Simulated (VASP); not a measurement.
# ZnS (Cmc2_1) in VASP: single point with PBE

Aim: the single point of ZnS with PBE.

Everything below comes from runs of VASP 6.6.1. Logs are shortened: lines on timing, memory, paths and dates and some standing lists are left out, and cuts for length are marked.

## (1) The cell of the first run

The structure is orthorhombic, space group Cmc2_1 (No. 36). Conventional cell: a = 3.885 Å, b = 6.663 Å, c = 12.590 Å, α = 90.00°, β = 90.00°, γ = 90.00°. Within 3.1 Å of Zn (site symmetry m) lie 4 S at 2.36 to 2.37 Å. Zn (site symmetry m) has 4 S at 2.36 to 2.37 Å within 3.1 Å. S (site symmetry m) has 4 Zn at 2.36 to 2.37 Å within 3.1 Å. S (site symmetry m) has 4 Zn at 2.36 to 2.37 Å within 3.1 Å.

## (2) Single point, PBE (strain +0.0100 x Voigt [1, 0, 0, 0, 0, 0])

Contents of INCAR:

```
ALGO     = Normal         # electronic algorithm
EDIFF    = 1E-7           # SCF threshold, eV
ENCUT    = 520            # plane-wave cutoff, eV
GGA      = PE             # functional
ISIF     = 2              # what is computed and relaxed
ISMEAR   = 0              # smearing method
LASPH    = True           # aspherical terms in the spheres
LCHARG   = False          # write CHGCAR
LREAL    = False          # projectors in reciprocal space
LWAVE    = False          # write WAVECAR
NBANDS   = 46             # bands
NELM     = 80             # most SCF steps
PREC     = Accurate       # precision mode
SIGMA    = 0.05           # smearing width, eV
```

Contents of KPOINTS:

```
k-points
0
Gamma
  12 12 2
```

Contents of POSCAR:

```
ZnS
1.0
    3.8851906793      0.0000000000      0.0000000000
   -1.9425953396      3.3313602246      0.0000000000
    0.0000000000      0.0000000000     12.5902250307
Zn S
4 4
Direct
    0.0000000000      0.0000000000      0.0000503469
    0.0000000000      0.0000000000      0.5000503469
    0.3333333333      0.6666666667      0.2500245139
    0.6666666667      0.3333333333      0.7500245139
    0.0000000000      0.0000000000      0.1872896977
    0.0000000000      0.0000000000      0.6872896977
    0.3333333333      0.6666666667      0.4376354415
    0.6666666667      0.3333333333      0.9376354415
```

Potentials or basis: VASP PAW PBE potentials, release 64 (Zn, S).

Launch:

```bash
$ cat potpaw_PBE.64/Zn/POTCAR potpaw_PBE.64/S/POTCAR > POTCAR
$ mpirun -np 1 vasp_std > vasp.out
```

OUTCAR:

```text
EDIFF = 1E-7
   ENCUT = 520
   GGA = PE
   ISIF = 2
   ISMEAR = 0
   LASPH = True
   LREAL = False
   NELM = 80
   PREC = Accurate

 ion  position               nearest neighbor table
   1  0.000  0.000  0.000-   8 2.36   5 2.36   8 2.37   8 2.37
   2  0.000  0.000  0.500-   7 2.36   6 2.36   7 2.37   7 2.37
   3  0.333  0.667  0.250-   5 2.36   7 2.36   5 2.37   5 2.37
   4  0.667  0.333  0.750-   6 2.36   8 2.36   6 2.37   6 2.37
   5  0.000  0.000  0.187-   3 2.36   1 2.36   3 2.37   3 2.37
   6  0.000  0.000  0.687-   4 2.36   2 2.36   4 2.37   4 2.37
   7  0.333  0.667  0.438-   2 2.36   3 2.36   2 2.37   2 2.37
   8  0.667  0.333  0.938-   1 2.36   4 2.36   1 2.37   1 2.37

  Warning from LATTYP: Monoclinic adjustment (A1->A3, A2->A1, A3->A2)!
  LATTYP: Found a base centered orthorhombic cell.
 ALAT       =     3.8851906793
 B/A-ratio  =     1.7149017897
 C/A-ratio  =     3.2405681136

  Lattice vectors:

 A1 = (   1.9425953396,  -3.3313602246,   0.0000000000)
 A2 = (   1.9425953397,   3.3313602246,   0.0000000000)
 A3 = (   0.0000000000,   0.0000000000,  12.5902250307)

Analysis of symmetry for initial positions (statically):
=====================================================================
 Subroutine PRICEL returns:
 Original cell was already a primitive cell.

 Routine SETGRP: Setting up the symmetry group for a
 base centered orthorhombic supercell.

 Subroutine GETGRP returns: Found  4 space group operations
 (whereof  2 operations were pure point group operations)
 out of a pool of  8 trial point group operations.

The static configuration has the point symmetry C_1h.
 The point group associated with its full space group is C_2v.

Analysis of symmetry for dynamics (positions and initial velocities):
=====================================================================
 Subroutine PRICEL returns:
 Original cell was already a primitive cell.

 Routine SETGRP: Setting up the symmetry group for a
 base centered orthorhombic supercell.

 Subroutine GETGRP returns: Found  4 space group operations
 (whereof  2 operations were pure point group operations)
 out of a pool of  8 trial point group operations.

The dynamic configuration has the point symmetry C_1h.
 The point group associated with its full space group is C_2v.

 Subroutine INISYM returns: Found  4 space group operations
[... 111 lines left out ...]
   EDIFFG = 0.1E-05   stopping-criterion for IOM
   NSW    =      0    number of steps for IOM
   IBRION =     -1    ionic relax: 0-MD 1-quasi-New 2-CG
   NFREE  =      0    steps in history (QN), initial steepest desc. (CG)
   ISIF   =      2    stress and relaxation
   ISYM   =      2    0-nonsym 1-usesym 2-fastsym
   POTIM  = 0.5000    time-step for ionic-motion
   TEBEG  =    0.0;   TEEND  =   0.0 temperature during run
   PSTRESS=    0.0 pullay stress
   NELECT =      72.0000    total number of electrons
   NUPDOWN=      -1.0000    fix difference up-down
   EMIN   =  10.00;   EMAX   =-10.00  energy-range for DOS
   EFERMI =   0.00;   METHOD = LEGACY
   ISMEAR =     0;   SIGMA  =   0.05  broadening in eV -4-tet -1-fermi 0-gaus
   EFERMI_NEDOS =   21; number of points for ismear=-14 and -15
   IALGO  =     38    algorithm
   IMIX   =      4    mixing-type and parameters
     AMIX     =   0.40;   BMIX     =  1.00
     AMIX_MAG =   1.60;   BMIX_MAG =  1.00
  volume/ion in A,a.u.               =      20.37       137.46
  Fermi-wavevector in a.u.,A,eV,Ry     =   1.246895  2.356290 21.153616  1.554747
  Thomas-Fermi vector in A             =   2.381052
   LORBIT       =      0    0 simple, 1 ext, 2 COOP (PROOUT), +10 PAW based schemes
   GGA     = PE    functional components
   LHFCALC =     F    Hartree Fock is set to
   AEXX    =    0.0000 exact exchange contribution
   IVDW    =     0    specifies the selected vdW correction
   LEPSILON=     F    determine dielectric tensor
   LRPA    =     F    only Hartree local field effects (RPA)
 non-spin polarized calculation
 Gauss-broadening in eV      SIGMA  =   0.05
  energy-cutoff  :      520.00
  volume of cell :      162.95
 maximum number of plane-waves:      4421
 NGX is ok and might be reduce to    30
   NGX = 15   NGY = 15   NGZ = 47

 number of electron      72.0000029 magnetization

 Free energy of the ion-electron system (eV)
  ---------------------------------------------------
  ext. energy  EPLUGINS =         0.00000000
  ---------------------------------------------------
  free energy    TOTEN  =       -27.39451860 eV

  energy without entropy =      -27.39451860  energy(sigma->0) =      -27.39451860

 E-fermi :   2.0956     XC(G=0):  -9.4768

 val. band max:        1.8329980771   @ k =   0.0000   0.0000   0.0000
 cond. band min:       3.8318718963   @ k =   0.0000   0.0000   0.0000
 fundamental gap:      1.9988738193
 Fermi energy:         2.0956276731

 k-point     1 :       0.0000    0.0000    0.0000
  band No.  band energies     occupation
      1     -11.1124      2.00000
      2     -10.7136      2.00000
      3     -10.7039      2.00000
      4     -10.2308      2.00000
      5      -4.3994      2.00000
      6      -4.3923      2.00000
[... 1165 lines left out ...]
     45       8.7972      0.00000
     46       9.1285      0.00000

 [... further k-points ...]

------------------------ aborting loop because EDIFF is reached ----------------------------------------

  FORCE on cell =-STRESS in cart. coord.  units (eV):
  Direction    XX          YY          ZZ          XY          YZ          ZX
  --------------------------------------------------------------------------------------
  -------------------------------------------------------------------------------------
  Total       -1.2144387     -0.2289457     -0.1071859     -0.0000000      0.0000000      0.0000000
  in kB      -11.9403966     -2.2510009     -1.0538550     -0.0000000      0.0000000      0.0000000
  external PRESSURE =      -5.0817509 kB  Pullay stress =       0.0000000 kB

 VOLUME and BASIS-vectors are now :
 -----------------------------------------------------------------------------
  energy-cutoff  :      520.00
  volume of cell :      162.95
      direct lattice vectors                 reciprocal lattice vectors
     3.885190679  0.000000000  0.000000000     0.257387625  0.150088842  0.000000000
    -1.942595340  3.331360225  0.000000000     0.000000000  0.300177685  0.000000000
     0.000000000  0.000000000 12.590225031     0.000000000  0.000000000  0.079426698

 POSITION                                       TOTAL-FORCE (eV/Angst)
 -----------------------------------------------------------------------------------
      0.00000      0.00000      0.00063         0.000000      0.039447     -0.024101
      0.00000      0.00000      6.29575        -0.000000     -0.039447     -0.024101
     -0.00000      2.22091      3.14786         0.000000      0.036050     -0.023868
      1.94260      1.11045      9.44298        -0.000000     -0.036050     -0.023868
      0.00000      0.00000      2.35802        -0.000000     -0.039096      0.022921
      0.00000      0.00000      8.65313         0.000000      0.039096      0.022921
     -0.00000      2.22091      5.50993         0.000000      0.053922      0.025048
      1.94260      1.11045     11.80504        -0.000000     -0.053922      0.025048
 -----------------------------------------------------------------------------------
    total drift:                               -0.000000     -0.000001     -0.000113

  FREE ENERGIE OF THE ION-ELECTRON SYSTEM (eV)
  ---------------------------------------------------
  free  energy   TOTEN  =       -27.3945185953 eV

  energy  without entropy=      -27.3945185953  energy(sigma->0) =      -27.39451860
```

OSZICAR:

```text
N       E                     dE             d eps       ncg     rms          rms(c)
DAV:   1     0.587079492144E+03    0.58708E+03   -0.33249E+04  7912   0.187E+03
DAV:   2     0.506328574340E+02   -0.53645E+03   -0.51569E+03  7936   0.431E+02
DAV:   3    -0.254271898259E+02   -0.76060E+02   -0.75000E+02  8766   0.151E+02
DAV:   4    -0.290459023151E+02   -0.36187E+01   -0.36030E+01  9666   0.330E+01
DAV:   5    -0.291029290770E+02   -0.57027E-01   -0.57000E-01  9328   0.418E+00    0.131E+01
DAV:   6    -0.273570720225E+02    0.17459E+01   -0.35843E+00 12186   0.408E+01    0.101E+01
DAV:   7    -0.274557266245E+02   -0.98655E-01   -0.42357E+00  8894   0.807E+00    0.399E+00
DAV:   8    -0.273932637674E+02    0.62463E-01   -0.27737E-01 10020   0.465E+00    0.116E+00
DAV:   9    -0.273937245168E+02   -0.46075E-03   -0.63547E-02 10258   0.264E+00    0.371E-01
DAV:  10    -0.273939878935E+02   -0.26338E-03   -0.33835E-03  9356   0.698E-01    0.195E-01
DAV:  11    -0.273944735227E+02   -0.48563E-03   -0.85752E-04 10092   0.310E-01    0.970E-02
DAV:  12    -0.273945099077E+02   -0.36385E-04   -0.14872E-04  9506   0.291E-01    0.173E-02
DAV:  13    -0.273945129730E+02   -0.30652E-05   -0.24774E-05  9426   0.539E-02    0.148E-02
DAV:  14    -0.273945184627E+02   -0.54897E-05   -0.10618E-05  8704   0.245E-02    0.478E-03
DAV:  15    -0.273945184320E+02    0.30692E-07   -0.16252E-06 10282   0.275E-02    0.207E-03
DAV:  16    -0.273945185573E+02   -0.12530E-06   -0.59185E-07  8310   0.110E-02    0.138E-03
DAV:  17    -0.273945185953E+02   -0.37997E-07   -0.15294E-07  6386   0.665E-03
   1 F= -.27394519E+02 E0= -.27394519E+02  d E =-.102180E-15
```

It took 14 min on 1 thread of Intel Xeon Platinum 8259CL at 2.50GHz (Skylake/Cascade Lake), shared host; peak memory 0.6 GiB.

Results:

```yaml
Free_energy: -27.3945 eV
Pressure: -0.5 GPa
Largest_force: 0.059 eV/Å
Band_gap_on_the_k_mesh: 2.00 eV
```

Forces in eV/Å, atoms in the order of the input:
```
Zn   0.000  0.039 -0.024
Zn   0.000 -0.039 -0.024
Zn   0.000  0.036 -0.024
Zn   0.000 -0.036 -0.024
S    0.000 -0.039  0.023
S    0.000  0.039  0.023
S    0.000  0.054  0.025
S    0.000 -0.054  0.025
```

Stress tensor (GPa, compression positive):
```
-1.19  0.00  0.00
 0.00 -0.23  0.00
 0.00  0.00 -0.11
```

Levels at points of the mesh, in eV from the valence-band top:
```csv
k point,band 34,band 35,band 36,band 37,band 38,band 39
"(0.00, 0.00, 0.00)",-0.04,-0.03,0.00,2.00,3.09,3.27
"(0.50, 0.00, 0.00)",-1.50,-1.05,-0.82,3.30,3.39,3.78
"(0.00, 0.50, 0.00)",-1.49,-1.06,-0.87,3.25,3.36,3.68
"(0.00, 0.00, 0.50)",-0.17,-0.14,-0.14,2.85,2.85,3.22
"(0.50, 0.00, 0.50)",-1.44,-1.03,-1.03,3.70,3.70,4.02
"(0.00, 0.50, 0.50)",-1.44,-1.09,-1.09,3.63,3.63,3.94
```

Caveat: the cell differs from its parent crystal (strain +0.0100 x Voigt [1, 0, 0, 0, 0, 0]). A k mesh can miss the band edges.
